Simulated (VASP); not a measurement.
CsPbBr3, 5 atoms in the cell. The structure is cubic, space group Pm-3m (No. 221). The conventional cell has a = 5.705 Å, b = 5.705 Å, c = 5.705 Å, α = 90.00°, β = 90.00°, γ = 90.00°. Cs (site symmetry m-3m) has 12 Br at 4.03 Å and 8 Pb at 4.94 Å within 5.3 Å. Pb (site symmetry m-3m) has 6 Br at 2.85 Å within 3.8 Å. Br (site symmetry 4/mmm) has 2 Pb at 2.85 Å within 3.8 Å.  This cell differs from its parent crystal: strain -4.0%.

- Program: VASP 6.6.1
- Task: single point
- Functional: r2SCAN
- Potentials or basis: VASP PAW PBE potentials, release 64 (Cs_sv, Pb_d, Br)
- Cutoff: 520 eV
- k mesh: 4 × 4 × 4
- Occupations: gaussian, width 0.01 eV
- Spin: no spin polarisation
- Dipole correction: no
- Further INCAR settings: ALGO = Normal; EDIFF = 1e-06; NBANDS = 30

Potentials or basis: VASP PAW PBE potentials, release 64 (Cs_sv, Pb_d, Br).

The run is started by

```console
$ cat potpaw_PBE.64/Cs_sv/POTCAR potpaw_PBE.64/Pb_d/POTCAR potpaw_PBE.64/Br/POTCAR > POTCAR
$ cp INCAR.step1 INCAR
$ mpirun -np 1 vasp_std > vasp.out
$ cp INCAR.step2 INCAR
$ mpirun -np 1 vasp_std > vasp.out
```

Hardware: 1 thread of Intel Xeon 8259CL, with other jobs on the host.

Q: Estimate the wall time of this run.

A: Run time: 6.6 min on 1 thread of Intel Xeon 8259CL, with other jobs on the host, peak memory 0.32 GiB. Counts: k points 10.
